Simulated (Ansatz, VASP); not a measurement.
# Cu in VASP and in Ansatz

```
Cu
1.0
    11.57025    0.00000    0.00000
     0.00000    2.23821    0.00000
    -4.59562    0.00000   21.74339
Cu
1
Direct
  0.50000 0.50000 0.50000
```

Alike in both runs: task single point; functional LDA; k mesh 3 × 15 × 2; occupations fermi-dirac, width 0.05 eV; no spin polarisation.

|  | VASP | Ansatz |
| --- | --- | --- |
| version | VASP 6.6.1 | Ansatz 0.2.0 |
| potentials or method | VASP PAW LDA potentials, release 64 (Cu) | plane waves, PAW |
| plane-wave cutoff (eV) | 520 | 420 |
| valence electrons in the cell | 11 | 19 |

```tsv
	VASP	Ansatz	Ansatz less VASP
pressure (GPa)	0.0	0.0	-0.01
traceless stress, the component that is largest in VASP (GPa)	-0.05	-0.07	-0.019
```

LDA's correlation is that of Perdew and Zunger in VASP and of Perdew and Wang (1992) in Ansatz. VASP's potentials hold 11 valence electrons a cell and Ansatz's 19, so a difference there can come from the potentials and not from the codes.
